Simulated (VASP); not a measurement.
# AlCu (Pm-3m) in VASP: single point with PBEsol

Aim: the single point of AlCu with PBEsol.

Everything below comes from runs of VASP 6.6.1. Logs are shortened: lines on timing, memory, paths and dates and some standing lists are left out, and cuts for length are marked.

### Step 1. The cell of the first run

It takes space group Pm-3m (No. 221, cubic). The conventional cell has a = 2.998 Å, b = 2.998 Å, c = 2.998 Å, α = 90.00°, β = 90.00°, γ = 90.00°. Cu (site symmetry m-3m) has 8 Al at 2.60 Å and 6 Cu at 3.00 Å within 3.4 Å. Within 3.4 Å of Al (site symmetry m-3m) lie 8 Cu at 2.60 Å and 6 Al at 3.00 Å.

### Step 2. Single point, PBEsol

File INCAR:

```
SYSTEM = AlCu
ALGO     = Normal         ! electronic algorithm
EDIFF    = 1E-6           ! SCF threshold, eV
ENCUT    = 520            ! plane-wave cutoff, eV
GGA      = PS             ! functional
ISIF     = 2              ! what is computed and relaxed
ISMEAR   = -1             ! smearing method
LASPH    = .True.         ! aspherical terms in the spheres
LCHARG   = .False.        ! write CHGCAR
LREAL    = .False.        ! projectors in reciprocal space
LWAVE    = .False.        ! write WAVECAR
NBANDS   = 14             ! bands
NELM     = 80             ! most SCF steps
PREC     = Accurate       ! precision mode
SIGMA    = 0.05           ! smearing width, eV
```

File KPOINTS:

```
k-points
0
Gamma
  9 9 9
  0 0 0
```

File POSCAR:

```
AlCu
1.0
    2.9975090000      0.0000000000      0.0000000000
    0.0000000000      2.9975090000      0.0000000000
    0.0000000000      0.0000000000      2.9975090000
Cu Al
1 1
Direct
    0.5000000000      0.5000000000      0.5000000000
    0.0000000000      0.0000000000      0.0000000000
```

Potentials or basis: VASP PAW PBE potentials, release 64 (Cu, Al).

Launch:

```console
cat potpaw_PBE.64/Cu/POTCAR potpaw_PBE.64/Al/POTCAR > POTCAR
mpirun -np 1 vasp_std > vasp.out
```

OUTCAR:

```text
SYSTEM = AlCu
   EDIFF = 1E-6
   ENCUT = 520
   GGA = PS
   ISIF = 2
   ISMEAR = -1
   LASPH = .True.
   LREAL = .False.
   NELM = 80
   PREC = Accurate

 ion  position               nearest neighbor table
   1  0.500  0.500  0.500-   2 2.60   2 2.60   2 2.60   2 2.60   2 2.60   2 2.60   2 2.60   2 2.60

   2  0.000  0.000  0.000-   1 2.60   1 2.60   1 2.60   1 2.60   1 2.60   1 2.60   1 2.60   1 2.60

  LATTYP: Found a simple cubic cell.
 ALAT       =     2.9975090000

  Lattice vectors:

 A1 = (   2.9975090000,   0.0000000000,   0.0000000000)
 A2 = (   0.0000000000,   2.9975090000,   0.0000000000)
 A3 = (   0.0000000000,   0.0000000000,   2.9975090000)

Analysis of symmetry for initial positions (statically):
=====================================================================
 Subroutine PRICEL returns:
 Original cell was already a primitive cell.

 Routine SETGRP: Setting up the symmetry group for a
 simple cubic supercell.

 Subroutine GETGRP returns: Found 48 space group operations
 (whereof 48 operations were pure point group operations)
 out of a pool of 48 trial point group operations.

The static configuration has the point symmetry O_h .

Analysis of symmetry for dynamics (positions and initial velocities):
=====================================================================
 Subroutine PRICEL returns:
 Original cell was already a primitive cell.

 Routine SETGRP: Setting up the symmetry group for a
 simple cubic supercell.

 Subroutine GETGRP returns: Found 48 space group operations
 (whereof 48 operations were pure point group operations)
 out of a pool of 48 trial point group operations.

The dynamic configuration has the point symmetry O_h .

 Subroutine INISYM returns: Found 48 space group operations
 (whereof 48 operations are pure point group operations),
 and found     1 'primitive' translations

----------------------------------------------------------------------------------------

                                     Primitive cell

  volume of cell :      26.9328

  direct lattice vectors                    reciprocal lattice vectors
     2.997509000  0.000000000  0.000000000     0.333610341  0.000000000  0.000000000
     0.000000000  2.997509000  0.000000000     0.000000000  0.333610341  0.000000000
     0.000000000  0.000000000  2.997509000     0.000000000  0.000000000  0.333610341

  length of vectors
     2.997509000  2.997509000  2.997509000     0.333610341  0.333610341  0.333610341

  position of ions in fractional coordinates (direct lattice)
     0.500000000  0.500000000  0.500000000
     0.000000000  0.000000000  0.000000000

  ion indices of the primitive-cell ions
   primitive index   ion index
                 1           1
                 2           2

----------------------------------------------------------------------------------------

 KPOINTS: k-points

Automatic generation of k-mesh.
 Grid dimensions read from file:
 generate k-points for:    9    9    9

 Generating k-lattice:

  Cartesian coordinates                     Fractional coordinates (reciprocal lattice)
     0.037067816  0.000000000  0.000000000     0.111111111  0.000000000  0.000000000
     0.000000000  0.037067816  0.000000000     0.000000000  0.111111111  0.000000000
     0.000000000  0.000000000  0.037067816     0.000000000  0.000000000  0.111111111

  Length of vectors
     0.037067816  0.037067816  0.037067816

  Shift w.r.t. Gamma in fractional coordinates (k-lattice)
     0.000000000  0.000000000  0.000000000

 Subroutine IBZKPT returns following result:
 ===========================================

 Found     35 irreducible k-points:

 Following reciprocal coordinates:
            Coordinates               Weight
  0.000000  0.000000  0.000000      1.000000
  0.111111  0.000000  0.000000      6.000000
  0.222222  0.000000  0.000000      6.000000
  0.333333  0.000000  0.000000      6.000000
  0.444444  0.000000  0.000000      6.000000
  0.111111  0.111111  0.000000     12.000000
[... 16 lines left out ...]
  0.333333  0.333333  0.111111     24.000000
  0.444444  0.333333  0.111111     48.000000
 [... further k-points ...]
   k-points           NKPTS =     35   k-points in BZ     NKDIM =     35   number of bands    NBANDS=     14
   number of dos      NEDOS =    301   number of ions     NIONS =      2
   total plane-waves  NPLWV =  13824
   dimension x,y,z NGX =    24 NGY =   24 NGZ =   24
   dimension x,y,z NGXF=    48 NGYF=   48 NGZF=   48
   ions per type =               1   1
   NGX,Y,Z   is equivalent  to a cutoff of  13.31, 13.31, 13.31 a.u.
   NGXF,Y,Z  is equivalent  to a cutoff of  26.62, 26.62, 26.62 a.u.
 SYSTEM =  AlCu
   PREC   = accura    normal or accurate (medium, high low for compatibility)
   ISTART =      0    job   : 0-new  1-cont  2-samecut
   ICHARG =      2    charge: 1-file 2-atom 10-const
   ISPIN  =      1    spin polarized calculation?
   LNONCOLLINEAR =      F non collinear calculations
   LSORBIT =      F    spin-orbit coupling
   LASPH  =      T    aspherical Exc in radial PAW
   ENCUT  =  520.0 eV  38.22 Ry    6.18 a.u.   5.57  5.57  5.57*2*pi/ulx,y,z
   NELM   =     80;   NELMIN=  2; NELMDL= -5     # of ELM steps
   EDIFF  = 0.1E-05   stopping-criterion for ELM
   LREAL  =      F    real-space projection
   EDIFFG = 0.1E-04   stopping-criterion for IOM
   NSW    =      0    number of steps for IOM
   IBRION =     -1    ionic relax: 0-MD 1-quasi-New 2-CG
   NFREE  =      0    steps in history (QN), initial steepest desc. (CG)
   ISIF   =      2    stress and relaxation
   ISYM   =      2    0-nonsym 1-usesym 2-fastsym
   POTIM  = 0.5000    time-step for ionic-motion
   TEBEG  =    0.0;   TEEND  =   0.0 temperature during run
   PSTRESS=    0.0 pullay stress
   NELECT =      14.0000    total number of electrons
   NUPDOWN=      -1.0000    fix difference up-down
   EMIN   =  10.00;   EMAX   =-10.00  energy-range for DOS
   EFERMI =   0.00;   METHOD = LEGACY
   ISMEAR =    -1;   SIGMA  =   0.05  broadening in eV -4-tet -1-fermi 0-gaus
   EFERMI_NEDOS =   21; number of points for ismear=-14 and -15
   IALGO  =     38    algorithm
   IMIX   =      4    mixing-type and parameters
     AMIX     =   0.40;   BMIX     =  1.00
     AMIX_MAG =   1.60;   BMIX_MAG =  1.00
  volume/ion in A,a.u.               =      13.47        90.88
  Fermi-wavevector in a.u.,A,eV,Ry     =   1.316306  2.487459 23.574307  1.732663
  Thomas-Fermi vector in A             =   2.446428
   LORBIT       =      0    0 simple, 1 ext, 2 COOP (PROOUT), +10 PAW based schemes
   GGA     = PS    functional components
   LHFCALC =     F    Hartree Fock is set to
   AEXX    =    0.0000 exact exchange contribution
   IVDW    =     0    specifies the selected vdW correction
   LEPSILON=     F    determine dielectric tensor
   LRPA    =     F    only Hartree local field effects (RPA)
 non-spin polarized calculation
  energy-cutoff  :      520.00
  volume of cell :       26.93
 maximum number of plane-waves:       739
 NGX is ok and might be reduce to    24
   NGX = 11   NGY = 11   NGZ = 11

 number of electron      14.0000020 magnetization

 Free energy of the ion-electron system (eV)
  ---------------------------------------------------
  ext. energy  EPLUGINS =         0.00000000
  ---------------------------------------------------
  free energy    TOTEN  =        -8.68555982 eV

  energy without entropy =       -8.67810854  energy(sigma->0) =       -8.68183418

 E-fermi :   8.8777     XC(G=0): -11.6093

 val. band max:        8.8450687904   @ k =   0.3333   0.3333   0.0000
 cond. band min:       8.9099713019   @ k =   0.2222   0.2222   0.1111
 fundamental gap:      0.0649025115
 Fermi energy:         8.8776755096

 k-point     1 :       0.0000    0.0000    0.0000
  band No.  band energies     occupation
      1      -2.5158      2.00000
      2       4.0705      2.00000
      3       4.0705      2.00000
      4       5.0769      2.00000
      5       5.0769      2.00000
      6       5.0769      2.00000
      7      12.7906      0.00000
      8      12.7906      0.00000
      9      12.7906      0.00000
     10      15.2768      0.00000
     11      15.2768      0.00000
     12      18.9523      0.00000
     13      27.3234      0.00000
     14      27.3234      0.00000

 k-point     2 :       0.1111    0.0000    0.0000
  band No.  band energies     occupation
      1      -2.3073      2.00000
      2       4.0773      2.00000
      3       4.1006      2.00000
      4       5.0211      2.00000
      5       5.0211      2.00000
      6       5.0830      2.00000
      7      10.8814      0.00000
      8      13.0410      0.00000
      9      13.0410      0.00000
     10      15.3507      0.00000
     11      16.7314      0.00000
     12      19.9102      0.00000
     13      25.2986      0.00000
     14      25.2986      0.00000

 k-point     3 :       0.2222    0.0000    0.0000
  band No.  band energies     occupation
      1      -1.6877      2.00000
      2       4.0154      2.00000
      3       4.1779      2.00000
      4       4.8866      2.00000
      5       4.8866      2.00000
      6       5.0985      2.00000
      7       8.3895      1.99988
      8      13.7614      0.00000
      9      13.7614      0.00000
     10      15.5641      0.00000
     11      17.8864      0.00000
     12      22.6703      0.00000
     13      22.6703      0.00000
     14      22.7803      0.00000
[... 324 lines left out ...]
 k-point    23 :       0.3333    0.3333    0.1111
  band No.  band energies     occupation
      1       1.1585      2.00000
      2       3.8137      2.00000
      3       4.3671      2.00000
      4       4.6240      2.00000
      5       4.8672      2.00000
      6       4.8919      2.00000
      7       7.2624      2.00000
      8       8.9532      0.36165
      9      13.1174      0.00000
     10      14.6651      0.00000
     11      19.5819      0.00000
     12      19.6697      0.00000
     13      21.3570      0.00000
     14      25.4125      0.00000

 k-point    24 :       0.4444    0.3333    0.1111
  band No.  band energies     occupation
      1       2.1600      2.00000
      2       3.4480      2.00000
      3       4.3720      2.00000
      4       4.5865      2.00000
      5       4.9080      2.00000
      6       5.2028      2.00000
      7       6.1607      2.00000
      8       9.6356      0.00000
      9      11.1698      0.00000
     10      15.8752      0.00000
     11      17.7483      0.00000
     12      20.4700      0.00000
     13      22.3526      0.00000
     14      23.7263      0.00000

 [... further k-points ...]

------------------------ aborting loop because EDIFF is reached ----------------------------------------

  FORCE on cell =-STRESS in cart. coord.  units (eV):
  Direction    XX          YY          ZZ          XY          YZ          ZX
  --------------------------------------------------------------------------------------
  -------------------------------------------------------------------------------------
  Total       -0.6465314     -0.6465314     -0.6465314     -0.0000000     -0.0000000     -0.0000000
  in kB      -38.4608356    -38.4608356    -38.4608356     -0.0000000     -0.0000000     -0.0000000
  external PRESSURE =     -38.4608356 kB  Pullay stress =       0.0000000 kB

 VOLUME and BASIS-vectors are now :
 -----------------------------------------------------------------------------
  energy-cutoff  :      520.00
  volume of cell :       26.93
      direct lattice vectors                 reciprocal lattice vectors
     2.997509000  0.000000000  0.000000000     0.333610341  0.000000000  0.000000000
     0.000000000  2.997509000  0.000000000     0.000000000  0.333610341  0.000000000
     0.000000000  0.000000000  2.997509000     0.000000000  0.000000000  0.333610341

 POSITION                                       TOTAL-FORCE (eV/Angst)
 -----------------------------------------------------------------------------------
      1.49875      1.49875      1.49875         0.000000      0.000000      0.000000
      0.00000      0.00000      0.00000         0.000000      0.000000      0.000000
 -----------------------------------------------------------------------------------
    total drift:                                0.000000      0.000000     -0.000000

  FREE ENERGIE OF THE ION-ELECTRON SYSTEM (eV)
  ---------------------------------------------------
  free  energy   TOTEN  =        -8.6855598153 eV

  energy  without entropy=       -8.6781085364  energy(sigma->0) =       -8.68183418
```

It took 5.9 s on 1 thread of Intel Xeon Platinum 8488C (Sapphire Rapids), shared host; peak memory 0.14 GiB.

Results:

- Free energy: -8.6856 eV
- Pressure: -3.8 GPa
- Band gap on the k mesh: zero (band 7 reaches 12.79 eV, above the bottom of band 8 at 8.41 eV)

Caveat: the PAW data sets were made with another functional, which shifts forces and pressure a little.
